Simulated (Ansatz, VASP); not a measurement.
Bi2Pd in VASP and in Ansatz

```
Bi Pd
1.0
    -1.67538    1.67538    6.46979
     1.67538   -1.67538    6.46979
     1.67538    1.67538   -6.46979
Bi Pd
2 1
Direct
  0.36300 0.36300 0.00000
  0.63700 0.63700 0.00000
  0.00000 0.00000 0.00000
```

Change from the starting cell: volume scaled by 0.99.

Alike in both runs: task single point; functional PBEsol; k mesh 15 × 15 × 15; occupations fermi-dirac, width 0.08 eV; no spin polarisation.

```csv
,VASP,Ansatz
version,VASP 6.6.1,Ansatz 0.2.0
potentials or method,"VASP PAW PBE potentials, release 64 (Bi_d, Pd), cutoff 520 eV","all-electron LAPW, scalar-relativistic"
```

Ansatz gave:

- pressure (GPa): -0.4
- traceless stress, the component that is largest in VASP (GPa): -0.35
- rms of the force components (eV/Å): 0.031

Task: Estimate VASP's values.

Result: Pressure (GPa): -0.4; traceless stress, the component that is largest in VASP (GPa): -0.34; rms of the force components (eV/Å): 0.027.

VASP's potentials were made for PBE, not for PBEsol. Atom by atom the forces differ by 0.004 eV/Å (rms over components). Ansatz ran all-electron here, and VASP with PAW potentials.

Neither program's run includes spin-orbit coupling.
